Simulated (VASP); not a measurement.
# H (C2/c) in VASP: single point with PBEsol

Aim: the single point of H with PBEsol.

All numbers are computed with VASP 6.6.1; they aren't measurements. Logs are shortened: lines on timing, memory, paths and dates and some standing lists are left out, and cuts for length are marked.

## Step 1: The cell of the first run

The structure is monoclinic, space group C2/c (No. 15). Conventional cell: a = 3.253 Å, b = 5.454 Å, c = 6.124 Å, α = 90.00°, β = 97.03°, γ = 90.00°. H (site symmetry 1) has 1 H at 1.22 Å within 1.6 Å.

## Step 2: Single point, PBEsol (strained and its atoms moved)

Input file INCAR:

```
  PREC = Accurate
  ENCUT = 520
  EDIFF = 1E-6
  ISMEAR = 0
  SIGMA = 0.02
  LREAL = F
  LASPH = T
  NELM = 80
  ALGO = Normal
  ISIF = 2
  LWAVE = F
  LCHARG = F
  GGA = PS
  NBANDS = 10
```

Input file KPOINTS:

```
regular mesh
0
Gamma
  8 8 4
```

Input file POSCAR:

```
H
1.0
    1.6234906610     -2.7271809444     -0.0989119116
    1.6234906610      2.7271809444     -0.0989119116
   -0.3788261172      0.0000000000      6.1117911618
H
4
Direct
    0.5998351071      0.3776351222      0.9881158000
    0.4001648929      0.6223648778      0.0118842000
    0.3776351222      0.5998351071      0.4881158000
    0.6223648778      0.4001648929      0.5118842000
```

Potentials or basis: VASP PAW PBE potentials, release 64 (H).

Run with:

```console
$ cat potpaw_PBE.64/H/POTCAR > POTCAR
$ mpirun -np 1 vasp_std > vasp.out
```

OUTCAR:

```text
PREC = Accurate
   ENCUT = 520
   EDIFF = 1E-6
   ISMEAR = 0
   LREAL = F
   LASPH = T
   NELM = 80
   ISIF = 2
   GGA = PS

 ion  position               nearest neighbor table
   1  0.600  0.378  0.988-
   2  0.400  0.622  0.012-
   3  0.378  0.600  0.488-
   4  0.622  0.400  0.512-

  LATTYP: Found a base centered monoclinic cell.
 ALAT       =     3.2530019936
 B/A-ratio  =     1.6767164298
 C/A-ratio  =     1.8824213071
 COS(beta)  =    -0.1224458241

  Lattice vectors:

 A1 = (   1.6234906610,  -2.7271809444,  -0.0989119116)
 A2 = (   1.6234906610,   2.7271809444,  -0.0989119116)
 A3 = (  -0.3788261172,   0.0000000000,   6.1117911618)

Analysis of symmetry for initial positions (statically):
=====================================================================
 Subroutine PRICEL returns:
 Original cell was already a primitive cell.

 Routine SETGRP: Setting up the symmetry group for a
 base centered monoclinic supercell.

 Subroutine GETGRP returns: Found  4 space group operations
 (whereof  2 operations were pure point group operations)
 out of a pool of  4 trial point group operations.

The static configuration has the point symmetry S_2 .
 The point group associated with its full space group is C_2h.

Analysis of symmetry for dynamics (positions and initial velocities):
=====================================================================
 Subroutine PRICEL returns:
 Original cell was already a primitive cell.

 Routine SETGRP: Setting up the symmetry group for a
 base centered monoclinic supercell.

 Subroutine GETGRP returns: Found  4 space group operations
 (whereof  2 operations were pure point group operations)
 out of a pool of  4 trial point group operations.

The dynamic configuration has the point symmetry S_2 .
 The point group associated with its full space group is C_2h.

 Subroutine INISYM returns: Found  4 space group operations
 (whereof  2 operations are pure point group operations),
 and found     1 'primitive' translations

----------------------------------------------------------------------------------------

                                     Primitive cell

  volume of cell :      53.9162

  direct lattice vectors                    reciprocal lattice vectors
     1.623490661 -2.727180944 -0.098911912     0.309145803 -0.183339503  0.019161732
     1.623490661  2.727180944 -0.098911912     0.309145803  0.183339503  0.019161732
    -0.378826117  0.000000000  6.111791162     0.010006298  0.000000000  0.164238375

  length of vectors
     3.175377363  3.175377363  6.123520265     0.359932873  0.359932873  0.164542912

  position of ions in fractional coordinates (direct lattice)
     0.599835107  0.377635122  0.988115800
     0.400164893  0.622364878  0.011884200
     0.377635122  0.599835107  0.488115800
     0.622364878  0.400164893  0.511884200

  ion indices of the primitive-cell ions
   primitive index   ion index
                 1           1
                 2           2
                 3           3
                 4           4

----------------------------------------------------------------------------------------

 KPOINTS: regular mesh

Automatic generation of k-mesh.
 Grid dimensions read from file:
 generate k-points for:    8    8    4

 Generating k-lattice:

  Cartesian coordinates                     Fractional coordinates (reciprocal lattice)
     0.038643225 -0.022917438  0.002395216     0.125000000 -0.000000000  0.000000000
     0.038643225  0.022917438  0.002395216    -0.000000000  0.125000000  0.000000000
     0.002501575  0.000000000  0.041059594    -0.000000000 -0.000000000  0.250000000

  Length of vectors
     0.044991609  0.044991609  0.041135728

  Shift w.r.t. Gamma in fractional coordinates (k-lattice)
     0.000000000  0.000000000  0.000000000

 Subroutine IBZKPT returns following result:
 ===========================================

 Found     78 irreducible k-points:

 Following reciprocal coordinates:
            Coordinates               Weight
  0.000000  0.000000  0.000000      1.000000
  0.125000 -0.000000  0.000000      4.000000
  0.250000 -0.000000  0.000000      4.000000
  0.375000 -0.000000  0.000000      4.000000
  0.500000 -0.000000  0.000000      2.000000
  0.125000  0.125000  0.000000      2.000000
[... 16 lines left out ...]
  0.125000 -0.000000  0.250000      4.000000
  0.250000 -0.000000  0.250000      4.000000
 [... further k-points ...]
   k-points           NKPTS =     78   k-points in BZ     NKDIM =     78   number of bands    NBANDS=     10
   number of dos      NEDOS =    301   number of ions     NIONS =      4
   total plane-waves  NPLWV =  27648
   dimension x,y,z NGX =    24 NGY =   24 NGZ =   48
   dimension x,y,z NGXF=    48 NGYF=   48 NGZF=   96
   ions per type =               4
   NGX,Y,Z   is equivalent  to a cutoff of  12.57, 12.57, 13.03 a.u.
   NGXF,Y,Z  is equivalent  to a cutoff of  25.13, 25.13, 26.06 a.u.
 SYSTEM =  unknown system
   PREC   = accura    normal or accurate (medium, high low for compatibility)
   ISTART =      0    job   : 0-new  1-cont  2-samecut
   ICHARG =      2    charge: 1-file 2-atom 10-const
   ISPIN  =      1    spin polarized calculation?
   LNONCOLLINEAR =      F non collinear calculations
   LSORBIT =      F    spin-orbit coupling
   LASPH  =      T    aspherical Exc in radial PAW
   ENCUT  =  520.0 eV  38.22 Ry    6.18 a.u.   5.90  5.90 11.39*2*pi/ulx,y,z
   NELM   =     80;   NELMIN=  2; NELMDL= -5     # of ELM steps
   EDIFF  = 0.1E-05   stopping-criterion for ELM
   LREAL  =      F    real-space projection
   EDIFFG = 0.1E-04   stopping-criterion for IOM
   NSW    =      0    number of steps for IOM
   IBRION =     -1    ionic relax: 0-MD 1-quasi-New 2-CG
   NFREE  =      0    steps in history (QN), initial steepest desc. (CG)
   ISIF   =      2    stress and relaxation
   ISYM   =      2    0-nonsym 1-usesym 2-fastsym
   POTIM  = 0.5000    time-step for ionic-motion
   TEBEG  =    0.0;   TEEND  =   0.0 temperature during run
   PSTRESS=    0.0 pullay stress
   NELECT =       4.0000    total number of electrons
   NUPDOWN=      -1.0000    fix difference up-down
   EMIN   =  10.00;   EMAX   =-10.00  energy-range for DOS
   EFERMI =   0.00;   METHOD = LEGACY
   ISMEAR =     0;   SIGMA  =   0.02  broadening in eV -4-tet -1-fermi 0-gaus
   EFERMI_NEDOS =   21; number of points for ismear=-14 and -15
   IALGO  =     38    algorithm
   IMIX   =      4    mixing-type and parameters
     AMIX     =   0.40;   BMIX     =  1.00
     AMIX_MAG =   1.60;   BMIX_MAG =  1.00
  volume/ion in A,a.u.               =      13.48        90.96
  Fermi-wavevector in a.u.,A,eV,Ry     =   0.687894  1.299932  6.438260  0.473199
  Thomas-Fermi vector in A             =   1.768540
   LORBIT       =      0    0 simple, 1 ext, 2 COOP (PROOUT), +10 PAW based schemes
   GGA     = PS    functional components
   LHFCALC =     F    Hartree Fock is set to
   AEXX    =    0.0000 exact exchange contribution
   IVDW    =     0    specifies the selected vdW correction
   LEPSILON=     F    determine dielectric tensor
   LRPA    =     F    only Hartree local field effects (RPA)
 non-spin polarized calculation
 Gauss-broadening in eV      SIGMA  =   0.02
  energy-cutoff  :      520.00
  volume of cell :       53.92
 maximum number of plane-waves:      1470
   NGX = 11   NGY = 11   NGZ = 23

 number of electron       4.0000000 magnetization

 Free energy of the ion-electron system (eV)
  ---------------------------------------------------
  ext. energy  EPLUGINS =         0.00000000
  ---------------------------------------------------
  free energy    TOTEN  =        -9.95310609 eV

  energy without entropy =       -9.95310609  energy(sigma->0) =       -9.95310609

 E-fermi :  -5.4524     XC(G=0):  -5.6464

 val. band max:       -5.5877201990   @ k =   0.5000   0.5000   0.0000
 cond. band min:      -3.2773529179   @ k =   0.5000   0.5000   0.0000
 fundamental gap:      2.3103672810
 Fermi energy:        -5.4523620775

 k-point     1 :       0.0000    0.0000    0.0000
  band No.  band energies     occupation
      1      -9.3971      2.00000
      2      -8.1990      2.00000
      3       0.3466      0.00000
      4       4.1884      0.00000
      5       4.4430      0.00000
      6       6.2619      0.00000
      7      10.6565      0.00000
      8      11.0654      0.00000
      9      12.7948      0.00000
     10      13.5542      0.00000

 k-point     2 :       0.1250   -0.0000    0.0000
  band No.  band energies     occupation
      1      -9.1775      2.00000
      2      -8.0064      2.00000
      3       0.6170      0.00000
      4       3.3381      0.00000
      5       3.8384      0.00000
      6       6.2146      0.00000
      7       9.9884      0.00000
      8      10.9053      0.00000
      9      11.3650      0.00000
     10      12.3223      0.00000

 k-point     3 :       0.2500   -0.0000    0.0000
  band No.  band energies     occupation
      1      -8.5637      2.00000
      2      -7.4765      2.00000
      3       0.9444      0.00000
      4       1.9317      0.00000
      5       2.4483      0.00000
      6       5.9143      0.00000
      7       8.6159      0.00000
      8       9.6700      0.00000
      9      11.2150      0.00000
     10      11.4906      0.00000

 k-point     4 :       0.3750   -0.0000    0.0000
  band No.  band energies     occupation
      1      -7.7539      2.00000
      2      -6.8044      2.00000
      3      -0.6048      0.00000
      4       0.8111      0.00000
      5       3.1672      0.00000
      6       5.5479      0.00000
      7       7.6443      0.00000
      8       8.5959      0.00000
      9       8.6990      0.00000
     10      11.5139      0.00000

 k-point     5 :       0.5000   -0.0000    0.0000
  band No.  band energies     occupation
      1      -7.3085      2.00000
      2      -6.4533      2.00000
      3      -1.4242      0.00000
      4       0.1432      0.00000
      5       4.4139      0.00000
      6       5.5444      0.00000
      7       6.2504      0.00000
      8       7.7307      0.00000
      9       8.3494      0.00000
     10      11.1984      0.00000

 k-point     6 :       0.1250    0.1250    0.0000
  band No.  band energies     occupation
      1      -8.7948      2.00000
      2      -7.6863      2.00000
      3       1.1090      0.00000
      4       2.8208      0.00000
      5       3.2215      0.00000
      6       4.7338      0.00000
      7       7.7672      0.00000
      8      10.5220      0.00000
      9      11.7656      0.00000
     10      12.2804      0.00000
[... 183 lines left out ...]
 k-point    21 :       0.5000    0.5000    0.0000
  band No.  band energies     occupation
      1      -6.4307      2.00000
      2      -5.5877      2.00000
      3      -3.2774      0.00000
      4      -1.8406      0.00000
      5       5.2583      0.00000
      6       5.6664      0.00000
      7       6.8964      0.00000
      8       8.7427      0.00000
      9       9.8665      0.00000
     10      10.4373      0.00000

 k-point    22 :       0.0000    0.0000    0.2500
  band No.  band energies     occupation
      1      -9.2534      2.00000
      2      -8.4164      2.00000
      3       0.9794      0.00000
      4       4.1465      0.00000
      5       4.2709      0.00000
      6       5.2753      0.00000
      7      10.3548      0.00000
      8      10.8615      0.00000
      9      13.6932      0.00000
     10      14.2345      0.00000

 k-point    23 :       0.1250   -0.0000    0.2500
  band No.  band energies     occupation
      1      -9.0083      2.00000
      2      -8.2560      2.00000
      3       1.3353      0.00000
      4       3.2518      0.00000
      5       3.8322      0.00000
      6       5.1567      0.00000
      7       9.3782      0.00000
      8      10.1743      0.00000
      9      12.0421      0.00000
     10      13.9877      0.00000

 k-point    24 :       0.2500   -0.0000    0.2500
  band No.  band energies     occupation
      1      -8.3814      2.00000
      2      -7.7337      2.00000
      3       1.1469      0.00000
      4       1.9502      0.00000
      5       3.0644      0.00000
      6       5.2130      0.00000
      7       8.2602      0.00000
      8       8.8232      0.00000
      9      10.4578      0.00000
     10      11.5015      0.00000

 [... further k-points ...]
[... 5 lines left out ...]
  --------------------------------------------------------------------------------------
  -------------------------------------------------------------------------------------
  Total       -0.3422828    -10.8105261      0.0109112      0.0000000      0.0000000     -0.0741235
  in kB      -10.1713022   -321.2464269      0.3242373      0.0000000      0.0000000     -2.2026605
  external PRESSURE =    -110.3644973 kB  Pullay stress =       0.0000000 kB

 VOLUME and BASIS-vectors are now :
 -----------------------------------------------------------------------------
  energy-cutoff  :      520.00
  volume of cell :       53.92
      direct lattice vectors                 reciprocal lattice vectors
     1.623490661 -2.727180944 -0.098911912     0.309145803 -0.183339503  0.019161732
     1.623490661  2.727180944 -0.098911912     0.309145803  0.183339503  0.019161732
    -0.378826117  0.000000000  6.111791162     0.010006298  0.000000000  0.164238375

 POSITION                                       TOTAL-FORCE (eV/Angst)
 -----------------------------------------------------------------------------------
      1.21259     -0.60598      5.94247         0.217128      4.195504      0.500429
      1.65557      0.60598     -0.02851        -0.217128     -4.195504     -0.500429
      1.40200      0.60598      2.88658         0.217128     -4.195504      0.500429
      1.46615     -0.60598      3.02739        -0.217128      4.195504     -0.500429
 -----------------------------------------------------------------------------------
    total drift:                               -0.000000      0.000000      0.000000

  FREE ENERGIE OF THE ION-ELECTRON SYSTEM (eV)
  ---------------------------------------------------
  free  energy   TOTEN  =        -9.9531060924 eV

  energy  without entropy=       -9.9531060924  energy(sigma->0) =       -9.95310609
```

Wall time 23 s (1 thread of Intel Xeon 6975P-C, shared host); peak memory 0.17 GiB.

Results:

* Free energy: -9.9531 eV
* Pressure: -11.0 GPa
* Largest force: 4.231 eV/Å
* Band gap on the k mesh: 2.31 eV, direct

Forces in eV/Å, atoms in the order of the input:
```
H    0.217  4.196  0.500
H   -0.217 -4.196 -0.500
H    0.217 -4.196  0.500
H   -0.217  4.196 -0.500
```

Levels at points of the mesh, in eV from the valence-band top:
```tsv
k point	band 1	band 2	band 3	band 4	band 5	band 6	band 7
(0.00, 0.00, 0.00)	-3.81	-2.61	5.93	9.78	10.03	11.85	16.24
(0.50, 0.00, 0.00)	-1.72	-0.87	4.16	5.73	10.00	11.13	11.84
(0.50, 0.50, 0.00)	-0.84	0.00	2.31	3.75	10.85	11.25	12.48
(0.00, 0.00, 0.50)	-3.28	-3.28	8.18	8.18	10.11	10.11	16.08
(0.50, 0.00, 0.50)	-1.39	-1.27	4.62	5.09	10.84	11.65	12.11
(0.50, 0.50, 0.50)	-0.46	-0.46	2.93	2.93	12.05	12.05	13.96
```

Caveat: the cell differs from its parent crystal (strained and its atoms moved); the PAW data sets were made with another functional, which shifts forces and pressure a little. A k mesh can miss the band edges.
